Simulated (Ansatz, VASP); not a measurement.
**One calculation of EuRu3, two programs**

File INCAR:

```
PREC = Accurate
ENCUT = 520
EDIFF = 1E-6
ISMEAR = 0
SIGMA = 0.05
LREAL = False
LASPH = True
NELM = 150
ALGO = Normal
ISIF = 2
LWAVE = False
LCHARG = False
ISPIN = 2
MAGMOM = 7.26 -0.75 -0.75 -0.75
LORBIT = 11
LMAXMIX = 6
LDAU = True
LDAUTYPE = 2
LDAUL = 3 -1
LDAUU = 6 0
LDAUJ = 0 0
LDAUPRINT = 1
GGA = PE
NBANDS = 42
```

File KPOINTS:

```
Automatic mesh
0
Gamma
  4 4 4
```

POSCAR

```
EuRu3
1.0
    4.0843113073      0.0000000000      0.0000000000
    0.0000000000      4.0843113073      0.0000000000
    0.0000000000      0.0000000000      4.0843113073
Eu Ru
1 3
Direct
    0.0000000000      0.0000000000      0.0000000000
    0.0000000000      0.5000000000      0.5000000000
    0.5000000000      0.5000000000      0.0000000000
    0.5000000000      0.0000000000      0.5000000000
```

Input for Ansatz:

```yaml
crystal:
  lattice:
    - [4.0843113073, 0.0, 0.0]
    - [0.0, 4.0843113073, 0.0]
    - [0.0, 0.0, 4.0843113073]
  atoms:
    - { symbol: Eu, position: [0.0, 0.0, 0.0], spin: 7.29 }
    - { symbol: Ru, position: [0.0, 0.5, 0.5] }
    - { symbol: Ru, position: [0.5, 0.5, 0.0] }
    - { symbol: Ru, position: [0.5, 0.0, 0.5] }
basis:
  ecutwfc: 420
  ecutrho_ratio: 4
kpoints:
  mp_grid: { grid: [4, 4, 4] }
hamiltonian:
  xc: pbe
  hubbard:
    sites:
      - { species: Eu, l: f, u_eff: 6.0, starting_ns: start.occupation_matrices }
    ns_hold: { iters: 6 }
scf:
  occupations: { method: gaussian, width: 0.05 }
  lower_state_search: "off"
output:
  forces: true
  stress: true
  eigenvalues: true
  populations: true
  hubbard: { sites: [{ species: Eu, l: f }] }
magnetization:
  spin_polarized: true
```

Alike in both runs: task single point; functional PBE; k mesh 4 × 4 × 4; occupations gaussian, width 0.05 eV; collinear spin; Hubbard terms Eu f U = 6.0 eV.

|  | VASP | Ansatz |
| --- | --- | --- |
| version | VASP 6.6.1 | Ansatz 0.2.0 |
| potentials or method | VASP PAW PBE potentials, release 64 (Eu, Ru_pv), cutoff 520 eV | scalar-relativistic, plane waves, PAW |
| valence electrons in the cell | 59 | 65 |

```csv
,VASP,Ansatz,Ansatz less VASP
gap on the k mesh at the Fermi level (eV),none,none,-
pressure (GPa),0.1,0.6,+0.53
net moment per atom (μB),1.17,1.17,-0.008
size of the moment on the site where the two differ most (μB),6.46,6.60,+0.143
```

Site moments also hang on the region over which each program counts them. The programs project onto different local orbitals, so the same U acts differently, and such runs can settle in different states. A gap of «none» marks a metal or a gap that the smearing closes. VASP's potentials hold 59 valence electrons a cell and Ansatz's 65, so a difference there can come from the potentials and not from the codes. Ansatz's warnings: filled band counts differ across k points.

The k mesh is coarse, so the values compare programs but aren't converged. Neither program's run includes spin-orbit coupling.
